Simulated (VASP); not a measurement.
Input of a VASP 6.6.1 run:

File POSCAR:

```
NiO
1.0
    0.0000000000      2.1133508634      2.1133508634
    2.1133508634      0.0000000000      2.1133508634
    2.1133508634      2.1133508634      0.0000000000
Ni O
1 1
Direct
    0.0000000000      0.0000000000      0.0000000000
    0.5000000000      0.5000000000      0.5000000000
```

Contents of INCAR.step1:

```
PREC = Accurate ; ENCUT = 520
ISMEAR = -1 ; SIGMA = 0.05
LREAL = F ; LASPH = T
NELM = 150 ; ISPIN = 2
MAGMOM = 1 0 ; LMAXMIX = 4
NBANDS = 19 ; GGA = PE
ALGO = Normal ; EDIFF = 1E-4
LWAVE = T ; LCHARG = F
```

Contents of INCAR.step2:

```
PREC = Accurate ; ENCUT = 520
EDIFF = 1E-6 ; ISMEAR = -1
SIGMA = 0.05 ; LREAL = F
LASPH = T ; NELM = 150
ALGO = Normal ; ISIF = 2
LWAVE = F ; LCHARG = F
ISPIN = 2 ; MAGMOM = 1 0
LORBIT = 11 ; LMAXMIX = 4
METAGGA = R2SCAN ; LMIXTAU = T
NBANDS = 19 ; ISTART = 1
```

File KPOINTS:

```
regular mesh
0
Gamma
  11 11 11
```

Potentials or basis: VASP PAW PBE potentials, release 64 (Ni, O).

Launch:

```console
$ cat potpaw_PBE.64/Ni/POTCAR potpaw_PBE.64/O/POTCAR > POTCAR
$ cp INCAR.step1 INCAR
$ mpirun -np 1 vasp_std > vasp.out
$ cp INCAR.step2 INCAR
$ mpirun -np 1 vasp_std > vasp.out
```

(1) Estimate the net moment.

(2) Estimate the band gap on the k mesh.

(3) What does it give for the site moments?

## Answers

(1) 2.00 μB per cell.

(2) 0.86 eV (least direct gap 1.74 eV).

(3) Ni +1.70; O +0.27 μB.

Caveat: the cell stands under tension; an odd mesh through Γ misses points on the zone boundary, where band edges can lie; a cell with one magnetic atom can't hold antiferromagnetic order, which such compounds often take.
